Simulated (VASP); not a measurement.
# Co (P6_3/mmc) in VASP: a series of runs, part 3 of 3

VASP 6.6.1. The steps go on from the part before.

**5. Relaxation of cell and atoms, PBE, collinear spin, antiferromagnetic start**

The input, INCAR:

```
SYSTEM = Co
  PREC = Accurate
  ENCUT = 600
  EDIFF = 1E-7
  ISMEAR = -1
  SIGMA = 0.15
  LREAL = .FALSE.
  LASPH = .TRUE.
  NELM = 150
  ALGO = Normal
  ISIF = 3
  LWAVE = .FALSE.
  LCHARG = .FALSE.
  ISPIN = 2
  MAGMOM = 2.5 -2.5 2.5 -2.5
  LORBIT = 11
  LMAXMIX = 4
  GGA = PE
  IBRION = 2
  NSW = 80
  EDIFFG = -0.03
```

The input, KPOINTS:

```
Automatic mesh
0
G
  12 12 3
  0 0 0
```

The input, POSCAR:

```
Co
1.0
    2.4705617800      0.0000000000      0.0000000000
   -1.2352808900      2.1395692600      0.0000000000
    0.0000000000      0.0000000000      8.0882338000
Co
4
Direct
    0.0000000000      0.0000000000      0.0000000000
    0.3333333333      0.6666666667      0.2500000000
    0.0000000000      0.0000000000      0.5000000000
    0.6666666667      0.3333333333      0.7500000000
```

Potentials or basis: VASP PAW PBE potentials, release 64 (Co).

On the command line:

```console
$ cat potpaw_PBE.64/Co/POTCAR > POTCAR
$ mpirun -np 1 vasp_std > vasp.out
```

OUTCAR:

```text
SYSTEM = Co
   PREC = Accurate
   ENCUT = 600
   EDIFF = 1E-7
   ISMEAR = -1
   LREAL = .FALSE.
   LASPH = .TRUE.
   NELM = 150
   ISIF = 3
   ISPIN = 2
   LORBIT = 11
   GGA = PE
   IBRION = 2
   NSW = 80
   EDIFFG = -0.03

 ion  position               nearest neighbor table
   1  0.000  0.000  0.000-   2 2.47   4 2.47   4 2.47   2 2.47   4 2.47   2 2.47
   2  0.333  0.667  0.250-   1 2.47   3 2.47   1 2.47   3 2.47   1 2.47   3 2.47
   3  0.000  0.000  0.500-   2 2.47   4 2.47   4 2.47   2 2.47   4 2.47   2 2.47
   4  0.667  0.333  0.750-   1 2.47   3 2.47   1 2.47   3 2.47   1 2.47   3 2.47

  LATTYP: Found a hexagonal cell.
 ALAT       =     2.4705617800
 C/A-ratio  =     3.2738439757

  Lattice vectors:

 A1 = (   2.4705617800,   0.0000000000,   0.0000000000)
 A2 = (  -1.2352808900,   2.1395692600,   0.0000000000)
 A3 = (   0.0000000000,   0.0000000000,   8.0882338000)

Analysis of symmetry for initial positions (statically):
=====================================================================
 Subroutine PRICEL returns:
 Original cell was already a primitive cell.

 Routine SETGRP: Setting up the symmetry group for a
 hexagonal supercell.

 Subroutine GETGRP returns: Found 24 space group operations
 (whereof 12 operations were pure point group operations)
 out of a pool of 24 trial point group operations.

The static configuration has the point symmetry D_3d.
 The point group associated with its full space group is D_6h.

Analysis of symmetry for dynamics (positions and initial velocities):
=====================================================================
 Subroutine PRICEL returns:
 Original cell was already a primitive cell.

 Routine SETGRP: Setting up the symmetry group for a
 hexagonal supercell.

 Subroutine GETGRP returns: Found 24 space group operations
 (whereof 12 operations were pure point group operations)
 out of a pool of 24 trial point group operations.

The dynamic configuration has the point symmetry D_3d.
 The point group associated with its full space group is D_6h.

Analysis of structural, dynamic, and magnetic symmetry:
=====================================================================
[... 157 lines left out ...]

 number of electron      36.0000003 magnetization      -0.0086580

 Free energy of the ion-electron system (eV)
  ---------------------------------------------------
  ext. energy  EPLUGINS =         0.00000000
  ---------------------------------------------------
  free energy    TOTEN  =       -27.64332734 eV

  energy without entropy =      -26.93221695  energy(sigma->0) =      -27.28777215

------------------------ aborting loop because EDIFF is reached ----------------------------------------

  FORCE on cell =-STRESS in cart. coord.  units (eV):
  Direction    XX          YY          ZZ          XY          YZ          ZX
  --------------------------------------------------------------------------------------
  -------------------------------------------------------------------------------------
  Total       -1.7178482     -1.7178482     -2.3059963      0.0000000      0.0000000      0.0000000
  in kB      -64.3753501    -64.3753499    -86.4158549      0.0000000      0.0000000      0.0000000
  external PRESSURE =     -71.7221849 kB  Pullay stress =       0.0000000 kB
[... 141 lines left out ...]
--------------------------------------- Ionic step        5  -------------------------------------------

 number of electron      36.0000001 magnetization      -0.0003392

 Free energy of the ion-electron system (eV)
  ---------------------------------------------------
  ext. energy  EPLUGINS =         0.00000000
  ---------------------------------------------------
  free energy    TOTEN  =       -27.67580855 eV

  energy without entropy =      -26.99286825  energy(sigma->0) =      -27.33433840

 E-fermi :  10.8344     XC(G=0): -13.7025

 val. band max:       10.8322149332   @ k =   0.0833   0.0833   0.3333
 cond. band min:      10.8350904381   @ k =   0.1667   0.1667   0.3333
 fundamental gap:      0.0028755049
 Fermi energy:        10.8344226029

 spin component 1

 k-point     1 :       0.0000    0.0000    0.0000
  band No.  band energies     occupation
      1       1.7454      1.00000
      2       4.0788      1.00000
      3       4.0795      1.00000
      4       6.0033      1.00000
      5       8.4920      1.00000
      6       8.5002      1.00000
[... 589 lines left out ...]
     21      10.9739      0.28298
     22      11.1566      0.10455

 [... further k-points ...]

 spin component 2

 k-point     1 :       0.0000    0.0000    0.0000
  band No.  band energies     occupation
      1       1.7454      1.00000
      2       4.0787      1.00000
      3       4.0797      1.00000
      4       6.0033      1.00000
      5       8.4909      1.00000
      6       8.5011      1.00000
[... 622 lines left out ...]
  FREE ENERGIE OF THE ION-ELECTRON SYSTEM (eV)
  ---------------------------------------------------
  free  energy   TOTEN  =       -27.6758085519 eV

  energy  without entropy=      -26.9928682486  energy(sigma->0) =      -27.33433840

 reached required accuracy - stopping structural energy minimisation

 total charge

# of ion       s       p       d       tot
------------------------------------------
    1        0.504   0.556   7.306   8.366
    2        0.504   0.558   7.308   8.369
    3        0.504   0.556   7.306   8.366
    4        0.504   0.558   7.308   8.369
--------------------------------------------------
tot          2.016   2.226  29.229  33.471

 magnetization (x)

# of ion       s       p       d       tot
------------------------------------------
    1       -0.000   0.000   0.002   0.002
    2        0.000  -0.000  -0.002  -0.002
    3       -0.000   0.000   0.002   0.002
    4        0.000  -0.000  -0.002  -0.002
--------------------------------------------------
tot          0.000   0.000  -0.000  -0.000
```

OSZICAR:

```text
N       E                     dE             d eps       ncg     rms          rms(c)
DAV:   1     0.253581288614E+03    0.25358E+03   -0.17685E+04  3376   0.244E+03
DAV:   2    -0.130102824742E+02   -0.26659E+03   -0.25925E+03  3374   0.417E+02
[... 95 lines left out ...]
DAV:   5    -0.276758107561E+02    0.50612E-04   -0.15049E-04  5060   0.207E-01    0.115E-02
DAV:   6    -0.276758091235E+02    0.16326E-05   -0.14206E-05  3602   0.461E-02    0.842E-03
DAV:   7    -0.276758096039E+02   -0.48044E-06   -0.98753E-07  4458   0.100E-02    0.963E-03
DAV:   8    -0.276758089443E+02    0.65960E-06   -0.21607E-06  3792   0.154E-02    0.688E-03
DAV:   9    -0.276758085705E+02    0.37388E-06   -0.17583E-06  3728   0.147E-02    0.273E-03
DAV:  10    -0.276758085519E+02    0.18549E-07   -0.12378E-07  1742   0.469E-03
   5 F= -.27675809E+02 E0= -.27334338E+02  d E =-.364239E-03  mag=    -0.0002
```

Run time: 18 min. Hardware: 1 thread of Intel Xeon 8259CL, shared host; peak memory 0.24 GiB.

What came out:

| Item | Value |
| --- | --- |
| Free energy | -27.6758 eV |
| Relaxed volume | 10.35 Å³/atom |
| Relaxed cell | a = 2.450 Å, b = 2.450 Å, c = 7.965 Å, α = 90.00°, β = 90.00°, γ = 120.00° |
| Space group after relaxing (to 0.1 Å) | P6_3/mmc (No. 194) |
| Energy gained by relaxing | 8.1 meV/atom |
| Ionic steps | 5 |
| Pressure after relaxing | 0.1 GPa |
| Net moment | 0.00 μB per cell |
| Valence electrons inside the program's atomic spheres | Co 8.37 |

The path:
| step | energy change (eV) | largest force (eV/Å) | pressure (GPa) | volume (Å³) |
| --- | --- | --- | --- | --- |
| 1 | 0.0000 | 0.0000 | -7.17 | 42.75 |
| 2 | 0.0150 | 0.0000 | 10.22 | 39.86 |
| 3 | -0.0321 | 0.0000 | -0.01 | 41.40 |
| 4 | -0.0321 | 0.0000 | 0.18 | 41.38 |
| 5 | -0.0325 | 0.0000 | 0.12 | 41.39 |

Final structure:
```cif
data_structure
_symmetry_space_group_name_H-M 'P 1'
_symmetry_Int_Tables_number 1
_cell_length_a 2.4496
_cell_length_b 2.4496
_cell_length_c 7.9651
_cell_angle_alpha 90.000
_cell_angle_beta 90.000
_cell_angle_gamma 120.000
_cell_volume 41.39
loop_
_atom_site_label
_atom_site_type_symbol
_atom_site_fract_x
_atom_site_fract_y
_atom_site_fract_z
_atom_site_occupancy
Co1 Co 0.00000 0.00000 0.00000 1
Co2 Co 0.33333 0.66667 0.25000 1
Co3 Co 0.00000 0.00000 0.50000 1
Co4 Co 0.66667 0.33333 0.75000 1
```

Caveat: the highest band is partly filled, so the run has too few bands; the moments typed at the start vanished in this run.
